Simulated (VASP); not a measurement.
# Ti3Ag (P4/mmm) in VASP: electric field gradients with LDA

Aim: the electric field gradients of Ti3Ag with LDA.

Program: VASP 6.6.1. These are calculated values, not measurements. Logs are shortened: lines on timing, memory, paths and dates and some standing lists are left out, and cuts for length are marked.

## (1) The cell of the first run

It takes space group P4/mmm (No. 123, tetragonal). Conventional cell: a = 4.130 Å, b = 4.130 Å, c = 3.897 Å, α = 90.00°, β = 90.00°, γ = 90.00°. Within 3.7 Å of Ti (site symmetry mmm) lie 8 Ti at 2.84 to 2.92 Å and 4 Ag at 2.84 Å. Within 3.7 Å of Ti (site symmetry 4/mmm) lie 8 Ti at 2.84 Å and 4 Ag at 2.92 Å. Ag (site symmetry 4/mmm) has 12 Ti at 2.84 to 2.92 Å within 3.7 Å.

## (2) Electric field gradients, LDA (16.62 Å³/atom)

The input, INCAR:

```
SYSTEM = Ti3Ag
PREC     = Accurate       ! precision mode
ENCUT    = 520            ! plane-wave cutoff, eV
EDIFF    = 1E-8           ! SCF threshold, eV
ISMEAR   = -1             ! smearing method
SIGMA    = 0.08           ! smearing width, eV
LREAL    = .FALSE.        ! projectors in reciprocal space
LASPH    = .TRUE.         ! aspherical terms in the spheres
NELM     = 60             ! most SCF steps
ALGO     = Normal         ! electronic algorithm
ISIF     = 2              ! what is computed and relaxed
LWAVE    = .FALSE.        ! write WAVECAR
LCHARG   = .FALSE.        ! write CHGCAR
GGA      = CA             ! functional
LEFG     = .TRUE.       
NBANDS   = 32             ! bands
```

The input, KPOINTS:

```
Automatic mesh
0
G
  9 9 9
  0 0 0
```

The input, POSCAR:

```
Ti3Ag
1.0
    4.1304119821      0.0000000000      0.0000000000
    0.0000000000      4.1304119821      0.0000000000
    0.0000000000      0.0000000000      3.8966150774
Ti Ag
3 1
Direct
    0.0000000000      0.5000000000      0.5000000000
    0.5000000000      0.0000000000      0.5000000000
    0.5000000000      0.5000000000      0.0000000000
    0.0000000000      0.0000000000      0.0000000000
```

Potentials or basis: VASP PAW LDA potentials, release 64 (Ti_sv, Ag).

Launch:

```
cat potpaw_LDA.64/Ti_sv/POTCAR potpaw_LDA.64/Ag/POTCAR > POTCAR
mpirun -np 1 vasp_std > vasp.out
```

OUTCAR:

```text
SYSTEM = Ti3Ag
   PREC = Accurate
   ENCUT = 520
   EDIFF = 1E-8
   ISMEAR = -1
   LREAL = .FALSE.
   LASPH = .TRUE.
   NELM = 60
   ISIF = 2
   GGA = CA

 ion  position               nearest neighbor table
   1  0.000  0.500  0.500-   3 2.84   4 2.84   3 2.84   4 2.84   4 2.84   4 2.84   3 2.84   3 2.84
                             2 2.92   2 2.92   2 2.92   2 2.92
   2  0.500  0.000  0.500-   3 2.84   4 2.84   3 2.84   4 2.84   3 2.84   3 2.84   4 2.84   4 2.84
                             1 2.92   1 2.92   1 2.92   1 2.92
   3  0.500  0.500  0.000-   1 2.84   2 2.84   1 2.84   2 2.84   2 2.84   2 2.84   1 2.84   1 2.84
                             4 2.92   4 2.92   4 2.92   4 2.92
   4  0.000  0.000  0.000-   1 2.84   2 2.84   1 2.84   2 2.84   1 2.84   1 2.84   2 2.84   2 2.84
                             3 2.92   3 2.92   3 2.92   3 2.92

  LATTYP: Found a simple tetragonal cell.
 ALAT       =     4.1304119821
 C/A-ratio  =     0.9433962264

  Lattice vectors:

 A1 = (   4.1304119821,   0.0000000000,   0.0000000000)
 A2 = (   0.0000000000,   4.1304119821,   0.0000000000)
 A3 = (   0.0000000000,   0.0000000000,   3.8966150774)

Analysis of symmetry for initial positions (statically):
=====================================================================
 Subroutine PRICEL returns:
 Original cell was already a primitive cell.

 Routine SETGRP: Setting up the symmetry group for a
 simple tetragonal supercell.

 Subroutine GETGRP returns: Found 16 space group operations
 (whereof 16 operations were pure point group operations)
 out of a pool of 16 trial point group operations.

The static configuration has the point symmetry D_4h.

Analysis of symmetry for dynamics (positions and initial velocities):
=====================================================================
 Subroutine PRICEL returns:
 Original cell was already a primitive cell.

 Routine SETGRP: Setting up the symmetry group for a
 simple tetragonal supercell.

 Subroutine GETGRP returns: Found 16 space group operations
 (whereof 16 operations were pure point group operations)
 out of a pool of 16 trial point group operations.

The dynamic configuration has the point symmetry D_4h.

 Subroutine INISYM returns: Found 16 space group operations
 (whereof 16 operations are pure point group operations),
 and found     1 'primitive' translations

----------------------------------------------------------------------------------------

                                     Primitive cell

  volume of cell :      66.4774

  direct lattice vectors                    reciprocal lattice vectors
     4.130411982  0.000000000  0.000000000     0.242106600  0.000000000  0.000000000
     0.000000000  4.130411982  0.000000000     0.000000000  0.242106600  0.000000000
     0.000000000  0.000000000  3.896615077     0.000000000  0.000000000  0.256632996

  length of vectors
     4.130411982  4.130411982  3.896615077     0.242106600  0.242106600  0.256632996

  position of ions in fractional coordinates (direct lattice)
     0.000000000  0.500000000  0.500000000
     0.500000000  0.000000000  0.500000000
     0.500000000  0.500000000  0.000000000
     0.000000000  0.000000000  0.000000000

  ion indices of the primitive-cell ions
   primitive index   ion index
                 1           1
                 2           2
                 3           3
                 4           4

----------------------------------------------------------------------------------------

 KPOINTS: Automatic mesh

Automatic generation of k-mesh.
 Grid dimensions read from file:
[... 48 lines left out ...]
   number of dos      NEDOS =    301   number of ions     NIONS =      4
   total plane-waves  NPLWV =  30720
   dimension x,y,z NGX =    32 NGY =   32 NGZ =   30
   dimension x,y,z NGXF=    64 NGYF=   64 NGZF=   60
   ions per type =               3   1
   NGX,Y,Z   is equivalent  to a cutoff of  12.88, 12.88, 12.80 a.u.
   NGXF,Y,Z  is equivalent  to a cutoff of  25.76, 25.76, 25.60 a.u.
 SYSTEM =  Ti3Ag
   PREC   = accura    normal or accurate (medium, high low for compatibility)
   ISTART =      0    job   : 0-new  1-cont  2-samecut
   ICHARG =      2    charge: 1-file 2-atom 10-const
   ISPIN  =      1    spin polarized calculation?
   LNONCOLLINEAR =      F non collinear calculations
   LSORBIT =      F    spin-orbit coupling
   LASPH  =      T    aspherical Exc in radial PAW
   ENCUT  =  520.0 eV  38.22 Ry    6.18 a.u.   7.68  7.68  7.25*2*pi/ulx,y,z
   NELM   =     60;   NELMIN=  2; NELMDL= -5     # of ELM steps
   EDIFF  = 0.1E-07   stopping-criterion for ELM
   LREAL  =      F    real-space projection
   EDIFFG = 0.1E-06   stopping-criterion for IOM
   NSW    =      0    number of steps for IOM
   IBRION =     -1    ionic relax: 0-MD 1-quasi-New 2-CG
   NFREE  =      0    steps in history (QN), initial steepest desc. (CG)
   ISIF   =      2    stress and relaxation
   ISYM   =      2    0-nonsym 1-usesym 2-fastsym
   POTIM  = 0.5000    time-step for ionic-motion
   TEBEG  =    0.0;   TEEND  =   0.0 temperature during run
   PSTRESS=    0.0 pullay stress
   NELECT =      47.0000    total number of electrons
   NUPDOWN=      -1.0000    fix difference up-down
   EMIN   =  10.00;   EMAX   =-10.00  energy-range for DOS
   EFERMI =   0.00;   METHOD = LEGACY
   ISMEAR =    -1;   SIGMA  =   0.08  broadening in eV -4-tet -1-fermi 0-gaus
   EFERMI_NEDOS =   21; number of points for ismear=-14 and -15
   IALGO  =     38    algorithm
   IMIX   =      4    mixing-type and parameters
     AMIX     =   0.40;   BMIX     =  1.00
     AMIX_MAG =   1.60;   BMIX_MAG =  1.00
  volume/ion in A,a.u.               =      16.62       112.15
  Fermi-wavevector in a.u.,A,eV,Ry     =   1.458420  2.756015 28.939453  2.126990
  Thomas-Fermi vector in A             =   2.575107
   LORBIT       =      0    0 simple, 1 ext, 2 COOP (PROOUT), +10 PAW based schemes
   GGA     = CA    functional components
   LHFCALC =     F    Hartree Fock is set to
   AEXX    =    0.0000 exact exchange contribution
   IVDW    =     0    specifies the selected vdW correction
   LEPSILON=     F    determine dielectric tensor
   LRPA    =     F    only Hartree local field effects (RPA)
 non-spin polarized calculation
  energy-cutoff  :      520.00
  volume of cell :       66.48
 maximum number of plane-waves:      1807
 NGX is ok and might be reduce to    32
   NGX = 15   NGY = 15   NGZ = 15

 number of electron      47.0000004 magnetization

 Free energy of the ion-electron system (eV)
  ---------------------------------------------------
  ext. energy  EPLUGINS =         0.00000000
  ---------------------------------------------------
  free energy    TOTEN  =       -29.22915116 eV

  energy without entropy =      -29.07856134  energy(sigma->0) =      -29.15385625

 E-fermi :   8.5471     XC(G=0): -12.1883

 val. band max:        8.5462295324   @ k =   0.4444   0.3333   0.3333
 cond. band min:       8.5590546449   @ k =   0.3333   0.2222   0.0000
 fundamental gap:      0.0128251125
 Fermi energy:         8.5470590469

 k-point     1 :       0.0000    0.0000    0.0000
  band No.  band energies     occupation
      1     -47.4547      2.00000
      2     -47.3387      2.00000
      3     -47.2378      2.00000
      4     -24.2779      2.00000
      5     -24.2779      2.00000
      6     -24.2523      2.00000
[... 829 lines left out ...]
     31      10.8810      0.00000
     32      11.0478      0.00000

 [... further k-points ...]

------------------------ aborting loop because EDIFF is reached ----------------------------------------

  FORCE on cell =-STRESS in cart. coord.  units (eV):
  Direction    XX          YY          ZZ          XY          YZ          ZX
  --------------------------------------------------------------------------------------
  -------------------------------------------------------------------------------------
  Total       -2.6443207     -2.6443207     -1.7366745      0.0000000     -0.0000000      0.0000000
  in kB      -63.7309597    -63.7309597    -41.8557140      0.0000000     -0.0000000      0.0000000
  external PRESSURE =     -56.4392111 kB  Pullay stress =       0.0000000 kB

 VOLUME and BASIS-vectors are now :
 -----------------------------------------------------------------------------
  energy-cutoff  :      520.00
  volume of cell :       66.48
      direct lattice vectors                 reciprocal lattice vectors
     4.130411982  0.000000000  0.000000000     0.242106600  0.000000000  0.000000000
     0.000000000  4.130411982  0.000000000     0.000000000  0.242106600  0.000000000
     0.000000000  0.000000000  3.896615077     0.000000000  0.000000000  0.256632996

 POSITION                                       TOTAL-FORCE (eV/Angst)
 -----------------------------------------------------------------------------------
      0.00000      2.06521      1.94831         0.000000      0.000000      0.000000
      2.06521      0.00000      1.94831         0.000000      0.000000      0.000000
      2.06521      2.06521      0.00000         0.000000      0.000000      0.000000
      0.00000      0.00000      0.00000         0.000000      0.000000      0.000000
 -----------------------------------------------------------------------------------
    total drift:                                0.000000     -0.000000     -0.000000

  FREE ENERGIE OF THE ION-ELECTRON SYSTEM (eV)
  ---------------------------------------------------
  free  energy   TOTEN  =       -29.2291511594 eV

  energy  without entropy=      -29.0785613379  energy(sigma->0) =      -29.15385625

 Electric field gradients (V/A^2)
---------------------------------------------------------------------
 ion       V_xx      V_yy      V_zz      V_xy      V_xz      V_yz
---------------------------------------------------------------------
   1       4.402    -2.936    -1.465    -0.000     0.000    -0.000
   2      -2.936     4.402    -1.465     0.000     0.000     0.000
   3       2.584     2.584    -5.169    -0.000     0.000     0.000
   4      -1.291    -1.291     2.581    -0.000     0.000    -0.000
---------------------------------------------------------------------

 Electric field gradients after diagonalization (V/A^2)
 (convention: |V_zz| > |V_xx| > |V_yy|)
----------------------------------------------------------------------
 ion       V_xx      V_yy      V_zz     asymmetry (V_yy - V_xx)/ V_zz
----------------------------------------------------------------------
   1      -2.936    -1.465     4.402       0.334
   2      -2.936    -1.465     4.402       0.334
   3       2.584     2.584    -5.169       0.000
   4      -1.291    -1.291     2.581       0.000
----------------------------------------------------------------------

           NMR quadrupolar parameters

 Cq : quadrupolar parameter    Cq=e*Q*V_zz/h
 eta: asymmetry parameters     (V_yy - V_xx)/ V_zz
 Q  : nuclear electric quadrupole moment in mb (millibarn)
----------------------------------------------------------------------
 ion       Cq(MHz)       eta       Q (mb)
----------------------------------------------------------------------
   1       0.011       0.334       1.000
   2       0.011       0.334       1.000
   3      -0.012       0.000       1.000
   4       0.006       0.000       1.000
----------------------------------------------------------------------
```

Wall time 82 s (1 thread of Intel Xeon Platinum 8559C (Emerald Rapids), shared host); peak memory 0.25 GiB.

Results:

| Quantity | Value |
| --- | --- |
| Free energy | -29.2292 eV |
| Pressure | -5.6 GPa |
| Band gap on the k mesh | zero (an odd number of electrons rules out a gap without spin polarisation) |
| Largest electric field gradient by atom | Ti +4.4, -5.2 (each value once); Ag +2.6 V/Å² |

Electric field gradients, principal values (V/Å²):
```
atom   least  middle  greatest (by size)
1 Ti  -1.465  -2.936               4.402
2 Ti  -1.465  -2.936               4.402
3 Ti   2.584   2.584              -5.169
4 Ag  -1.291  -1.291               2.581
```

Caveat: the cell stands under tension; without QUAD_EFG the Cq values of the log hold for a quadrupole moment of 1 mb, not for the nuclei.
